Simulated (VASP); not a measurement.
Tc:

```
CELL_PARAMETERS angstrom
2.68343 0.00000 0.00000
-1.34172 2.32392 0.00000
0.00000 0.00000 8.59066
ATOMIC_POSITIONS crystal
Tc 0.66667 0.33333 0.75000
Tc 0.00000 0.00000 0.50000
Tc 0.33333 0.66667 0.25000
Tc 0.00000 0.00000 0.00000
```

Base run:

| Item | Value |
| --- | --- |
| Program | VASP 6.6.1 |
| Functional | PBEsol |
| Potentials or basis | VASP PAW PBE potentials, release 64 (Tc_pv) |
| Cutoff | 520 eV |
| k mesh | 11 × 11 × 3 |
| Occupations | fermi-dirac, width 0.05 eV |
| Spin | no spin polarisation |

Its results: band gap on the k mesh zero (bands 26 and 27 overlap by 3.21 eV); pressure 15.7 GPa.

Task: The run is repeated on the same cell with these changes: functional from PBEsol to PBE; further incar settings from ALGO = Normal; EDIFF = 1e-06; NBANDS = 34 to ALGO = Fast; EDIFF = 1e-06; NBANDS = 34. What comes out?

Result: Band gap on the k mesh zero (bands 26 and 27 overlap by 3.24 eV); pressure 26.3 GPa.

Caveats: the cell stands under pressure; the PAW data sets were made with another functional, which shifts forces and pressure a little (at least some runs).
